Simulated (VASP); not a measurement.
# Rh (Fm-3m) in VASP: elastic constants with PBEsol

Aim: the elastic constants of Rh with PBEsol.

Program: VASP 6.6.1. These are calculated values, not measurements. Logs are shortened: lines on timing, memory, paths and dates and some standing lists are left out, and cuts for length are marked.

### Step 1. The cell of the first run

Symmetry: Fm-3m, No. 225, cubic system. The conventional cell has a = 3.742 Å, b = 3.742 Å, c = 3.742 Å, α = 90.00°, β = 90.00°, γ = 90.00°. Within 3.5 Å of Rh (site symmetry m-3m) lie 12 Rh at 2.65 Å.

### Step 2. Elastic constants, PBEsol

The input, INCAR:

```
  PREC = Accurate
  ENCUT = 600
  EDIFF = 1E-8
  ISMEAR = -1
  SIGMA = 0.1
  LREAL = False
  LASPH = True
  NELM = 100
  ALGO = Normal
  ISIF = 3
  LWAVE = False
  LCHARG = False
  GGA = PS
  IBRION = 6
  NFREE = 2
  POTIM = 0.015
  NSW = 1
```

The input, KPOINTS:

```
Automatic mesh
0
Gamma
  24 24 24
```

The input, POSCAR:

```
Rh
1.0
    0.0000000000      1.8711026378      1.8711026378
    1.8711026378      0.0000000000      1.8711026378
    1.8711026378      1.8711026378      0.0000000000
Rh
1
Direct
    0.0000000000      0.0000000000      0.0000000000
```

Potentials or basis: VASP PAW PBE potentials, release 64 (Rh_pv).

On the command line:

```console
> cat potpaw_PBE.64/Rh_pv/POTCAR > POTCAR
> mpirun -np 1 vasp_std > vasp.out
```

OUTCAR:

```text
PREC = Accurate
   ENCUT = 600
   EDIFF = 1E-8
   ISMEAR = -1
   LREAL = False
   LASPH = True
   NELM = 100
   ISIF = 3
   GGA = PS
   IBRION = 6
   NFREE = 2
   POTIM = 0.015
   NSW = 1

 ion  position               nearest neighbor table
   1  0.000  0.000  0.000-

  LATTYP: Found a face centered cubic cell.
 ALAT       =     3.7422052756

  Lattice vectors:

 A1 = (   0.0000000000,   1.8711026378,   1.8711026378)
 A2 = (   1.8711026378,   0.0000000000,   1.8711026378)
 A3 = (   1.8711026378,   1.8711026378,   0.0000000000)

Analysis of symmetry for initial positions (statically):
=====================================================================
 Subroutine PRICEL returns:
 Original cell was already a primitive cell.

 Routine SETGRP: Setting up the symmetry group for a
 face centered cubic supercell.

 Subroutine GETGRP returns: Found 48 space group operations
 (whereof 48 operations were pure point group operations)
 out of a pool of 48 trial point group operations.

The static configuration has the point symmetry O_h .

Analysis of symmetry for dynamics (positions and initial velocities):
=====================================================================
 Subroutine PRICEL returns:
 Original cell was already a primitive cell.

 Routine SETGRP: Setting up the symmetry group for a
 face centered cubic supercell.

 Subroutine GETGRP returns: Found 48 space group operations
 (whereof 48 operations were pure point group operations)
 out of a pool of 48 trial point group operations.

The dynamic configuration has the point symmetry O_h .

 Subroutine INISYM returns: Found 48 space group operations
 (whereof 48 operations are pure point group operations),
 and found     1 'primitive' translations

----------------------------------------------------------------------------------------

                                     Primitive cell

  volume of cell :      13.1016

  direct lattice vectors                    reciprocal lattice vectors
     0.000000000  1.871102638  1.871102638    -0.267222113  0.267222113  0.267222113
     1.871102638  0.000000000  1.871102638     0.267222113 -0.267222113  0.267222113
     1.871102638  1.871102638  0.000000000     0.267222113  0.267222113 -0.267222113

  length of vectors
     2.646138727  2.646138727  2.646138727     0.462842276  0.462842276  0.462842276

  position of ions in fractional coordinates (direct lattice)
     0.000000000  0.000000000  0.000000000

  ion indices of the primitive-cell ions
   primitive index   ion index
                 1           1

----------------------------------------------------------------------------------------

 KPOINTS: Automatic mesh

Automatic generation of k-mesh.
 Grid dimensions read from file:
 generate k-points for:   24   24   24

 Generating k-lattice:

  Cartesian coordinates                     Fractional coordinates (reciprocal lattice)
    -0.011134255  0.011134255  0.011134255     0.041666667  0.000000000  0.000000000
     0.011134255 -0.011134255  0.011134255     0.000000000  0.041666667  0.000000000
     0.011134255  0.011134255 -0.011134255     0.000000000  0.000000000  0.041666667

  Length of vectors
     0.019285095  0.019285095  0.019285095

  Shift w.r.t. Gamma in fractional coordinates (k-lattice)
     0.000000000  0.000000000  0.000000000

 Subroutine IBZKPT returns following result:
 ===========================================

 Found    413 irreducible k-points:

 Following reciprocal coordinates:
            Coordinates               Weight
  0.000000  0.000000  0.000000      1.000000
  0.041667  0.000000  0.000000      8.000000
  0.083333  0.000000  0.000000      8.000000
  0.125000  0.000000  0.000000      8.000000
  0.166667  0.000000  0.000000      8.000000
  0.208333  0.000000  0.000000      8.000000
[... 16 lines left out ...]
  0.416667  0.041667  0.000000     24.000000
  0.458333  0.041667  0.000000     24.000000
 [... further k-points ...]
   k-points           NKPTS =    413   k-points in BZ     NKDIM =    413   number of bands    NBANDS=     11
   number of dos      NEDOS =    301   number of ions     NIONS =      1
[... 26 lines left out ...]
   PSTRESS=    0.0 pullay stress
   NELECT =      15.0000    total number of electrons
   NUPDOWN=      -1.0000    fix difference up-down
   EMIN   =  10.00;   EMAX   =-10.00  energy-range for DOS
   EFERMI =   0.00;   METHOD = LEGACY
   ISMEAR =    -1;   SIGMA  =   0.10  broadening in eV -4-tet -1-fermi 0-gaus
   EFERMI_NEDOS =   21; number of points for ismear=-14 and -15
   IALGO  =     38    algorithm
   IMIX   =      4    mixing-type and parameters
     AMIX     =   0.40;   BMIX     =  1.00
     AMIX_MAG =   1.60;   BMIX_MAG =  1.00
  volume/ion in A,a.u.               =      13.10        88.41
  Fermi-wavevector in a.u.,A,eV,Ry     =   1.712633  3.236407 39.907409  2.933112
  Thomas-Fermi vector in A             =   2.790526
   LORBIT       =      0    0 simple, 1 ext, 2 COOP (PROOUT), +10 PAW based schemes
   GGA     = PS    functional components
   LHFCALC =     F    Hartree Fock is set to
   AEXX    =    0.0000 exact exchange contribution
   IVDW    =     0    specifies the selected vdW correction
   LEPSILON=     F    determine dielectric tensor
   LRPA    =     F    only Hartree local field effects (RPA)
 finite differences with symmetry
 non-spin polarized calculation
  energy-cutoff  :      600.00
  volume of cell :       13.10
 maximum number of plane-waves:       450
 NGX is ok and might be reduce to    24
   NGX = 11   NGY = 11   NGZ = 11

--------------------------------------- Ionic step        1  -------------------------------------------

 number of electron      15.0000000 magnetization

 Free energy of the ion-electron system (eV)
  ---------------------------------------------------
  ext. energy  EPLUGINS =         0.00000000
  ---------------------------------------------------
  free energy    TOTEN  =        -8.14653858 eV

  energy without entropy =       -8.10654684  energy(sigma->0) =       -8.12654271

------------------------ aborting loop because EDIFF is reached ----------------------------------------

  FORCE on cell =-STRESS in cart. coord.  units (eV):
  Direction    XX          YY          ZZ          XY          YZ          ZX
  --------------------------------------------------------------------------------------
  -------------------------------------------------------------------------------------
  Total        0.7997039      0.7997039      0.7997039      0.0000000      0.0000000      0.0000000
  in kB       97.7950666     97.7950666     97.7950666      0.0000000      0.0000000      0.0000000
  external PRESSURE =      97.7950666 kB  Pullay stress =       0.0000000 kB
[... 86 lines left out ...]
  FREE ENERGIE OF THE ION-ELECTRON SYSTEM (eV)
  ---------------------------------------------------
  free  energy   TOTEN  =        -8.1294832563 eV

  energy  without entropy=       -8.0905590054  energy(sigma->0) =       -8.11002113

[... ionic steps 4 to 12 ...]

--------------------------------------- Ionic step       13  -------------------------------------------

 number of electron      15.0000000 magnetization

------------------------ aborting loop because EDIFF is reached ----------------------------------------
[... 65 lines left out ...]
--------------------------------------- Ionic step       15  -------------------------------------------

 number of electron      15.0000000 magnetization

 Free energy of the ion-electron system (eV)
  ---------------------------------------------------
  ext. energy  EPLUGINS =         0.00000000
  ---------------------------------------------------
  free energy    TOTEN  =        -8.14653829 eV

  energy without entropy =       -8.10654653  energy(sigma->0) =       -8.12654241

 E-fermi :  12.6550     XC(G=0): -14.5309

 val. band max:       12.6512200341   @ k =  -0.4167   0.4583   0.0833
 cond. band min:      12.6590400524   @ k =   0.4167   0.3750   0.0000
 fundamental gap:      0.0078200183
 Fermi energy:        12.6549586900

 k-point     1 :       0.0000    0.0000    0.0000
  band No.  band energies     occupation
      1     -33.7544      2.00000
      2     -33.7544      2.00000
      3     -33.7544      2.00000
      4       4.2477      2.00000
      5       9.3280      2.00000
      6       9.3280      2.00000
      7       9.3280      2.00000
      8      11.6063      1.99994
      9      11.6063      1.99994
     10      28.5489      0.00000
     11      32.8933      0.00000
[... 309 lines left out ...]
 k-point    24 :       0.4583    0.0417    0.0000
  band No.  band energies     occupation
      1     -34.5942      2.00000
      2     -33.8768      2.00000
      3     -33.8763      2.00000
      4       6.1688      2.00000
      5       9.2206      2.00000
      6       9.3390      2.00000
      7      12.1393      1.98854
      8      13.2561      0.00489
      9      13.7928      0.00002
     10      22.3389      0.00000
     11      28.3311      0.00000

 [... further k-points ...]

------------------------ aborting loop because EDIFF is reached ----------------------------------------

  FORCE on cell =-STRESS in cart. coord.  units (eV):
  Direction    XX          YY          ZZ          XY          YZ          ZX
  --------------------------------------------------------------------------------------
  -------------------------------------------------------------------------------------
  Total        0.7997527      0.7997527      0.7997527     -0.0000000     -0.0000000      0.0000000
  in kB       97.8010437     97.8010437     97.8010437     -0.0000000     -0.0000000      0.0000000
  external PRESSURE =      97.8010437 kB  Pullay stress =       0.0000000 kB
[... 16 lines left out ...]
  FREE ENERGIE OF THE ION-ELECTRON SYSTEM (eV)
  ---------------------------------------------------
  free  energy   TOTEN  =        -8.1465382890 eV

  energy  without entropy=       -8.1065465315  energy(sigma->0) =       -8.12654241

 INTERNAL STRAIN TENSORS FROM STRAINED CELLS
 ============================================

 INTERNAL STRAIN TENSOR FOR ION    1 for displacements in x,y,z  (eV/Angst):
          X           Y           Z          XY          YZ          ZX
  --------------------------------------------------------------------------------
  x     0.00000    -0.00000     0.00000     0.00000     0.00000     0.00000
  y     0.00000     0.00000     0.00000    -0.00000     0.00000     0.00000
  z     0.00000    -0.00000     0.00000     0.00000    -0.00000     0.00000

 INTERNAL STRAIN TENSORS FROM DISPLACED ATOMS
 ============================================

 INTERNAL STRAIN TENSOR FOR ION    1 for displacements in x,y,z  (eV/Angst):
          X           Y           Z          XY          YZ          ZX
  --------------------------------------------------------------------------------
  x     0.00000     0.00000     0.00000     0.00000     0.00000     0.00000
  y     0.00000     0.00000     0.00000     0.00000     0.00000     0.00000
  z     0.00000     0.00000     0.00000     0.00000     0.00000     0.00000

 Eigenvectors and eigenvalues of the dynamical matrix
 ----------------------------------------------------

   1 f/i=    0.000000 THz     0.000000 2PiTHz    0.000000 cm-1     0.000000 meV
             X         Y         Z           dx          dy          dz
      0.000000  0.000000  0.000000     0.707107   -0.707107    0.000000

   2 f/i=    0.000000 THz     0.000000 2PiTHz    0.000000 cm-1     0.000000 meV
             X         Y         Z           dx          dy          dz
      0.000000  0.000000  0.000000    -0.707107   -0.707107    0.000000

   3 f/i=    0.000000 THz     0.000000 2PiTHz    0.000000 cm-1     0.000000 meV
             X         Y         Z           dx          dy          dz
      0.000000  0.000000  0.000000     0.000000    0.000000    1.000000

--------------------------------------------------------------------------------------------------------

 ELASTIC MODULI CONTR FROM IONIC RELAXATION (kBar)
 Direction    XX          YY          ZZ          XY          YZ          ZX
 --------------------------------------------------------------------------------
 XX           0.0000      0.0000      0.0000      0.0000      0.0000      0.0000
 YY           0.0000      0.0000      0.0000      0.0000      0.0000      0.0000
 ZZ           0.0000      0.0000      0.0000      0.0000      0.0000      0.0000
 XY           0.0000      0.0000      0.0000      0.0000      0.0000      0.0000
 YZ           0.0000      0.0000      0.0000      0.0000      0.0000      0.0000
 ZX           0.0000      0.0000      0.0000      0.0000      0.0000      0.0000
 --------------------------------------------------------------------------------

 TOTAL ELASTIC MODULI (kBar)
 Direction    XX          YY          ZZ          XY          YZ          ZX
 --------------------------------------------------------------------------------
 XX        5237.4841   2394.0607   2394.0607     -0.0000     -0.0000      0.0000
 YY        2394.0607   5237.4841   2394.0607      0.0000      0.0000      0.0000
 ZZ        2394.0607   2394.0607   5237.4841     -0.0000     -0.0000     -0.0000
 XY          -0.0000      0.0000     -0.0000   2369.0718      0.0000      0.0000
 YZ          -0.0000      0.0000     -0.0000      0.0000   2369.0718      0.0000
 ZX           0.0000      0.0000     -0.0000      0.0000      0.0000   2369.0718
 --------------------------------------------------------------------------------
```

Run time: 40 min. Hardware: 1 thread of Intel Xeon Platinum 8259CL at 2.50GHz (Skylake/Cascade Lake), shared host; peak memory 1.2 GiB.

What came out:

| Item | Value |
| --- | --- |
| Elastic constants C11, C12, C44 | 524, 239, 237 GPa |
| Voigt bulk modulus | 334 GPa |

Elastic tensor in Voigt notation (GPa, in the Cartesian axes of the cell as first typed):
```
524 239 239   0   0   0
239 524 239   0   0   0
239 239 524   0   0   0
  0   0   0 237   0   0
  0   0   0   0 237   0
  0   0   0   0   0 237
```

Clamped-ion elastic tensor (GPa):
```
524 239 239   0   0   0
239 524 239   0   0   0
239 239 524   0   0   0
  0   0   0 237   0   0
  0   0   0   0 237   0
  0   0   0   0   0 237
```

Caveat: the cell is under stress, which shifts elastic constants; the PAW data sets were made with another functional, which shifts forces and pressure a little.
